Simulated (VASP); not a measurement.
Input of a VASP 6.6.1 run:

Contents of POSCAR:

```
AlP
1.0
    0.0000000000      2.7320000000      2.7320000000
    2.7320000000      0.0000000000      2.7320000000
    2.7320000000      2.7320000000      0.0000000000
Al P
1 1
Direct
    0.0000000000      0.0000000000      0.0000000000
    0.2500000000      0.2500000000      0.2500000000
```

Contents of INCAR.step1:

```
SYSTEM = AlP
PREC = Accurate
ENCUT = 550
ISMEAR = 0
SIGMA = 0.1
LREAL = .FALSE.
LASPH = .TRUE.
NELM = 120
NBANDS = 11
GGA = PE
ALGO = Normal
EDIFF = 1E-5
LWAVE = .TRUE.
LCHARG = .FALSE.
GGA_COMPAT = .FALSE.
```

The input INCAR.step2:

```
SYSTEM = AlP
PREC = Accurate
ENCUT = 550
EDIFF = 1E-6
ISMEAR = 0
SIGMA = 0.1
LREAL = .FALSE.
LASPH = .TRUE.
NELM = 120
ALGO = Normal
ISIF = 2
LWAVE = .FALSE.
LCHARG = .FALSE.
METAGGA = R2SCAN
LMIXTAU = .TRUE.
NBANDS = 11
ISTART = 1
GGA_COMPAT = .FALSE.
```

The input KPOINTS:

```
Automatic mesh
0
G
  6 6 6
  0 0 0
```

Potentials or basis: VASP PAW PBE potentials, release 64 (Al, P).

Command:

```bash
$ cat potpaw_PBE.64/Al/POTCAR potpaw_PBE.64/P/POTCAR > POTCAR
$ cp INCAR.step1 INCAR
$ mpirun -np 1 vasp_std > vasp.out
$ cp INCAR.step2 INCAR
$ mpirun -np 1 vasp_std > vasp.out
```

Q: Estimate the band gap on the k mesh.

A: 1.91 eV (least direct gap 3.98 eV).

Q: Estimate the pressure.

A: 0.5 GPa.

Caveat: the PAW data sets were made with another functional, which shifts forces and pressure a little. A k mesh can miss the band edges.
